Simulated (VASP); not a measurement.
SiC: single point with r2SCAN+rVV10

Crystal: SiC.

```xyz
2
Lattice="0.0000 2.1761 2.1761 2.1761 0.0000 2.1761 2.1761 2.1761 0.0000" Properties=species:S:1:pos:R:3 pbc="T T T"
Si    1.0881    1.0881    1.0881
C     0.0000    0.0000    0.0000
```

```yaml
Program: VASP 6.6.1
Task: single point
Functional: r2SCAN
Dispersion: rVV10
Potentials_or_basis: VASP PAW PBE potentials, release 64 (Si, C)
Cutoff: 520 eV
k_mesh: 12 × 12 × 12
Occupations: fermi-dirac, width 0.03 eV
Spin: no spin polarisation
Dipole_correction: no
Further_INCAR_settings: ALGO = Normal; EDIFF = 1e-06; NBANDS = 11
```

```
Pressure               : -0.1 GPa
Band gap on the k mesh : 1.69 eV, indirect (least direct gap 5.03 eV)
```

Levels at points of the mesh, in eV from the valence-band top:
| k point | band 2 | band 3 | band 4 | band 5 | band 6 | band 7 |
| --- | --- | --- | --- | --- | --- | --- |
| (0.00, 0.00, 0.00) | 0.00 | 0.00 | 0.00 | 6.86 | 7.87 | 7.87 |
| (0.50, 0.00, 0.00) | -8.86 | -1.11 | -1.11 | 6.01 | 7.75 | 7.75 |
| (0.50, 0.50, 0.00) | -8.07 | -3.35 | -3.35 | 1.69 | 4.81 | 15.16 |

Wall time 120 s on 1 thread of Intel Xeon 8259CL, with other jobs on the host, peak memory 0.22 GiB.

Caveat: the PAW data sets were made with another functional, which shifts forces and pressure a little. A k mesh can miss the band edges.
